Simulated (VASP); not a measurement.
Set up this calculation in VASP 6.6.1, as the native input.

* Task: single point
* Functional: PBE
* Potentials or basis: VASP PAW PBE potentials, release 64 (Hg)
* Cutoff: 520 eV
* k mesh: 10 × 10 × 10
* Occupations: gaussian, width 1 eV
* Spin: no spin polarisation
* Dipole correction: no
* Further INCAR settings: ALGO = Normal; EDIFF = 1e-07; NBANDS = 12

The structure of Hg lies in POSCAR:

```
Hg
1.0
    2.0783995336      1.1999645302      1.9747385792
   -2.0783995336      1.1999645302      1.9747385792
    0.0000000000     -2.3999290604      1.9747385791
Hg
1
Direct
    0.0000000000      1.0000000000      0.0000000000
```

One way to write it, as run:

INCAR

```
SYSTEM = Hg
PREC     = Accurate       ! precision mode
ENCUT    = 520            ! plane-wave cutoff, eV
EDIFF    = 1E-7           ! SCF threshold, eV
ISMEAR   = 0              ! smearing method
SIGMA    = 1.0            ! smearing width, eV
LREAL    = .FALSE.        ! projectors in reciprocal space
LASPH    = .TRUE.         ! aspherical terms in the spheres
NELM     = 60             ! most SCF steps
ALGO     = Normal         ! electronic algorithm
ISIF     = 2              ! what is computed and relaxed
LWAVE    = .FALSE.        ! write WAVECAR
LCHARG   = .TRUE.         ! write CHGCAR
GGA      = PE             ! functional
LELF     = .TRUE.         ! ELF
LVHAR    = .TRUE.       
NBANDS   = 12             ! bands
```

KPOINTS

```
Automatic mesh
0
G
  10 10 10
  0 0 0
```

Potentials or basis: VASP PAW PBE potentials, release 64 (Hg).

The run is started by

```sh
$ cat potpaw_PBE.64/Hg/POTCAR > POTCAR
$ mpirun -np 1 vasp_std > vasp.out
```

Results of the run:

```
Pressure               : 0.0 GPa
Band gap on the k mesh : zero (band 6 reaches 4.25 eV, above the bottom of band 7 at 0.01 eV)
```

Caveat: spin-orbit coupling is left out, which moves the levels of the heavy elements.

Wall time 23 s on 1 thread of Intel Xeon 8259CL, on a shared host, peak memory 0.17 GiB.
